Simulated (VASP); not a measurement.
# O2 in VASP: single point with PBEsol

Aim: the single point of O2 with PBEsol.

Program: VASP 6.6.1. These are calculated values, not measurements. Logs are shortened: lines on timing, memory, paths and dates and some standing lists are left out, and cuts for length are marked.

### 1 The cell of the first run

The cell holds a molecule in a box, 2 atoms: a = 10.000 Å, b = 10.500 Å, c = 11.000 Å, α = 90.00°, β = 90.00°, γ = 90.00°.

### 2 Single point, PBEsol, collinear spin, ferromagnetic start

File INCAR:

```
SYSTEM = O
PREC = Accurate ; ENCUT = 520
EDIFF = 1E-6 ; ISMEAR = 0
SIGMA = 0.01 ; LREAL = .FALSE.
LASPH = .TRUE. ; NELM = 150
ALGO = Normal ; ISIF = 2
LWAVE = .FALSE. ; LCHARG = .FALSE.
ISPIN = 2 ; MAGMOM = 0.61 0.61
LORBIT = 11 ; GGA = PS
NBANDS = 17
```

File KPOINTS:

```
Automatic mesh
0
G
  1 1 1
  0 0 0
```

File POSCAR:

```
O
1.0
   10.0000000000      0.0000000000      0.0000000000
    0.0000000000     10.5000000000      0.0000000000
    0.0000000000      0.0000000000     11.0000000000
O
2
Direct
    0.5000000000      0.5000000000      0.4449587598
    0.5000000000      0.5000000000      0.5550412402
```

Potentials or basis: VASP PAW PBE potentials, release 64 (O).

Run with:

```sh
$ cat potpaw_PBE.64/O/POTCAR > POTCAR
$ mpirun -np 1 vasp_gam > vasp.out
```

OUTCAR:

```text
SYSTEM = O
   PREC = Accurate
   ENCUT = 520
   EDIFF = 1E-6
   ISMEAR = 0
   LREAL = .FALSE.
   LASPH = .TRUE.
   NELM = 150
   ISIF = 2
   ISPIN = 2
   LORBIT = 11
   GGA = PS

 ion  position               nearest neighbor table
   1  0.500  0.500  0.445-   2 1.21
   2  0.500  0.500  0.555-   1 1.21

  LATTYP: Found a simple orthorhombic cell.
 ALAT       =    10.0000000000
 B/A-ratio  =     1.0500000000
 C/A-ratio  =     1.1000000000

  Lattice vectors:

 A1 = (  10.0000000000,   0.0000000000,   0.0000000000)
 A2 = (   0.0000000000,  10.5000000000,   0.0000000000)
 A3 = (   0.0000000000,   0.0000000000,  11.0000000000)

Analysis of symmetry for initial positions (statically):
=====================================================================
 Subroutine PRICEL returns:
 Original cell was already a primitive cell.

 Routine SETGRP: Setting up the symmetry group for a
 simple orthorhombic supercell.

 Subroutine GETGRP returns: Found  8 space group operations
 (whereof  8 operations were pure point group operations)
 out of a pool of  8 trial point group operations.

The static configuration has the point symmetry D_2h.

Analysis of symmetry for dynamics (positions and initial velocities):
=====================================================================
 Subroutine PRICEL returns:
 Original cell was already a primitive cell.

 Routine SETGRP: Setting up the symmetry group for a
 simple orthorhombic supercell.

 Subroutine GETGRP returns: Found  8 space group operations
 (whereof  8 operations were pure point group operations)
 out of a pool of  8 trial point group operations.

The dynamic configuration has the point symmetry D_2h.

Analysis of structural, dynamic, and magnetic symmetry:
=====================================================================
 Subroutine PRICEL returns:
 Original cell was already a primitive cell.

 Routine SETGRP: Setting up the symmetry group for a
 simple orthorhombic supercell.

 Subroutine GETGRP returns: Found  8 space group operations
 (whereof  8 operations were pure point group operations)
 out of a pool of  8 trial point group operations.

The overall configuration has the point symmetry D_2h.

 Subroutine INISYM returns: Found  8 space group operations
 (whereof  8 operations are pure point group operations),
 and found     1 'primitive' translations

----------------------------------------------------------------------------------------

                                     Primitive cell

  volume of cell :    1155.0000

  direct lattice vectors                    reciprocal lattice vectors
    10.000000000  0.000000000  0.000000000     0.100000000  0.000000000  0.000000000
     0.000000000 10.500000000  0.000000000     0.000000000  0.095238095  0.000000000
     0.000000000  0.000000000 11.000000000     0.000000000  0.000000000  0.090909091

  length of vectors
    10.000000000 10.500000000 11.000000000     0.100000000  0.095238095  0.090909091

  position of ions in fractional coordinates (direct lattice)
     0.500000000  0.500000000  0.444958760
     0.500000000  0.500000000  0.555041240

  ion indices of the primitive-cell ions
   primitive index   ion index
                 1           1
                 2           2

----------------------------------------------------------------------------------------

 KPOINTS: Automatic mesh

Automatic generation of k-mesh.
 Grid dimensions read from file:
 generate k-points for:    1    1    1

 Generating k-lattice:

  Cartesian coordinates                     Fractional coordinates (reciprocal lattice)
     0.100000000  0.000000000  0.000000000     1.000000000  0.000000000  0.000000000
     0.000000000  0.095238095  0.000000000     0.000000000  1.000000000  0.000000000
     0.000000000  0.000000000  0.090909091     0.000000000  0.000000000  1.000000000

  Length of vectors
     0.100000000  0.095238095  0.090909091

  Shift w.r.t. Gamma in fractional coordinates (k-lattice)
     0.000000000  0.000000000  0.000000000

 Subroutine IBZKPT returns following result:
 ===========================================

 Found      1 irreducible k-points:

 Following reciprocal coordinates:
            Coordinates               Weight
  0.000000  0.000000  0.000000      1.000000
   k-points           NKPTS =      1   k-points in BZ     NKDIM =      1   number of bands    NBANDS=     17
   number of dos      NEDOS =    301   number of ions     NIONS =      2
   total plane-waves  NPLWV = 537600
   dimension x,y,z NGX =    80 NGY =   80 NGZ =   84
   dimension x,y,z NGXF=   160 NGYF=  160 NGZF=  168
   ions per type =               2
   NGX,Y,Z   is equivalent  to a cutoff of  13.30, 12.67, 12.70 a.u.
   NGXF,Y,Z  is equivalent  to a cutoff of  26.60, 25.33, 25.39 a.u.
 SYSTEM =  O
   PREC   = accura    normal or accurate (medium, high low for compatibility)
   ISTART =      0    job   : 0-new  1-cont  2-samecut
   ICHARG =      2    charge: 1-file 2-atom 10-const
   ISPIN  =      2    spin polarized calculation?
   LNONCOLLINEAR =      F non collinear calculations
   LSORBIT =      F    spin-orbit coupling
   LASPH  =      T    aspherical Exc in radial PAW
   ENCUT  =  520.0 eV  38.22 Ry    6.18 a.u.  18.59 19.52 20.45*2*pi/ulx,y,z
   NELM   =    150;   NELMIN=  2; NELMDL= -5     # of ELM steps
   EDIFF  = 0.1E-05   stopping-criterion for ELM
   LREAL  =      F    real-space projection
   EDIFFG = 0.1E-04   stopping-criterion for IOM
   NSW    =      0    number of steps for IOM
   IBRION =     -1    ionic relax: 0-MD 1-quasi-New 2-CG
   NFREE  =      0    steps in history (QN), initial steepest desc. (CG)
   ISIF   =      2    stress and relaxation
   ISYM   =      2    0-nonsym 1-usesym 2-fastsym
   POTIM  = 0.5000    time-step for ionic-motion
   TEBEG  =    0.0;   TEEND  =   0.0 temperature during run
   PSTRESS=    0.0 pullay stress
   NELECT =      12.0000    total number of electrons
   NUPDOWN=      -1.0000    fix difference up-down
   EMIN   =  10.00;   EMAX   =-10.00  energy-range for DOS
   EFERMI =   0.00;   METHOD = LEGACY
   ISMEAR =     0;   SIGMA  =   0.01  broadening in eV -4-tet -1-fermi 0-gaus
   EFERMI_NEDOS =   21; number of points for ismear=-14 and -15
   IALGO  =     38    algorithm
   IMIX   =      4    mixing-type and parameters
     AMIX     =   0.40;   BMIX     =  1.00
     AMIX_MAG =   1.60;   BMIX_MAG =  1.00
  volume/ion in A,a.u.               =     577.50      3897.16
  Fermi-wavevector in a.u.,A,eV,Ry     =   0.357225  0.675056  1.736231  0.127609
  Thomas-Fermi vector in A             =   1.274455
   LORBIT       =     11    0 simple, 1 ext, 2 COOP (PROOUT), +10 PAW based schemes
   GGA     = PS    functional components
   LHFCALC =     F    Hartree Fock is set to
   AEXX    =    0.0000 exact exchange contribution
   IVDW    =     0    specifies the selected vdW correction
   LEPSILON=     F    determine dielectric tensor
   LRPA    =     F    only Hartree local field effects (RPA)
 spin polarized calculation
 Gauss-broadening in eV      SIGMA  =   0.01
  energy-cutoff  :      520.00
  volume of cell :     1155.00
 maximum number of plane-waves:     15548
 NGX is ok and might be reduce to    80
   NGX = 37   NGY = 39   NGZ = 41

 number of electron      11.9999998 magnetization       1.9999985

 Free energy of the ion-electron system (eV)
  ---------------------------------------------------
  ext. energy  EPLUGINS =         0.00000000
  ---------------------------------------------------
  free energy    TOTEN  =       -10.26751325 eV

  energy without entropy =      -10.26751325  energy(sigma->0) =      -10.26751325

 E-fermi :  -6.6057     XC(G=0):  -0.4657

 val. band max:       -6.6754310259   @ k =   0.0000   0.0000   0.0000
 cond. band min:      -4.4121573740   @ k =   0.0000   0.0000   0.0000
 fundamental gap:      2.2632736519
 Fermi energy:        -6.6057234051

 spin component 1

 k-point     1 :       0.0000    0.0000    0.0000
  band No.  band energies     occupation
      1     -32.8882      1.00000
      2     -20.2599      1.00000
      3     -13.4123      1.00000
      4     -13.4123      1.00000
      5     -13.4040      1.00000
      6      -6.6755      1.00000
[... 9 lines left out ...]
     16       2.3508      0.00000
     17       2.3531      0.00000
 Fermi energy:        -6.6057234051

 spin component 2

 k-point     1 :       0.0000    0.0000    0.0000
  band No.  band energies     occupation
      1     -31.6396      1.00000
      2     -18.4794      1.00000
      3     -12.3739      1.00000
      4     -11.5753      1.00000
      5     -11.5752      1.00000
      6      -4.4122      0.00000
[... 9 lines left out ...]
     16       2.4198      0.00000
     17       2.4892      0.00000

------------------------ aborting loop because EDIFF is reached ----------------------------------------

  FORCE on cell =-STRESS in cart. coord.  units (eV):
  Direction    XX          YY          ZZ          XY          YZ          ZX
  --------------------------------------------------------------------------------------
  -------------------------------------------------------------------------------------
  Total       -0.0722647     -0.0745000      1.5008074      0.0000000      0.0000000      0.0000000
  in kB       -0.1002431     -0.1033439      2.0818698      0.0000000      0.0000000      0.0000000
  external PRESSURE =       0.6260943 kB  Pullay stress =       0.0000000 kB

 VOLUME and BASIS-vectors are now :
 -----------------------------------------------------------------------------
  energy-cutoff  :      520.00
  volume of cell :     1155.00
      direct lattice vectors                 reciprocal lattice vectors
    10.000000000  0.000000000  0.000000000     0.100000000  0.000000000  0.000000000
     0.000000000 10.500000000  0.000000000     0.000000000  0.095238095  0.000000000
     0.000000000  0.000000000 11.000000000     0.000000000  0.000000000  0.090909091

 POSITION                                       TOTAL-FORCE (eV/Angst)
 -----------------------------------------------------------------------------------
      5.00000      5.25000      4.89455         0.000000     -0.000000     -1.304938
      5.00000      5.25000      6.10545         0.000000      0.000000      1.304938
 -----------------------------------------------------------------------------------
    total drift:                                0.000000      0.000000      0.000000

  FREE ENERGIE OF THE ION-ELECTRON SYSTEM (eV)
  ---------------------------------------------------
  free  energy   TOTEN  =       -10.2675132481 eV

  energy  without entropy=      -10.2675132481  energy(sigma->0) =      -10.26751325

 total charge

# of ion       s       p       d       tot
------------------------------------------
    1        1.609   3.306   0.000   4.915
    2        1.609   3.306   0.000   4.915
--------------------------------------------------
tot          3.218   6.612   0.000   9.830

 magnetization (x)

# of ion       s       p       d       tot
------------------------------------------
    1        0.009   0.797   0.000   0.806
    2        0.009   0.797   0.000   0.806
--------------------------------------------------
tot          0.018   1.594   0.000   1.612
```

Run time: 5.5 min. Hardware: 1 thread of AMD EPYC 7R43 (Zen 3), shared host; peak memory 1.1 GiB.

Results:

```yaml
Free_energy: -10.2675 eV
Largest_force: 1.305 eV/Å
Gap_between_the_frontier_levels: 2.26 eV
Net_moment: 2.00 μB per cell
Site_moments: O +0.81 μB
Valence_electrons_inside_the_program's_atomic_spheres: O 4.92
```

Forces on the atoms (eV/Å):
```
O    0.000  0.000 -1.305
O    0.000  0.000  1.305
```

Caveat: the standard files for N, O and F lose accuracy on very short bonds; the PAW data sets were made with another functional, which shifts forces and pressure a little.
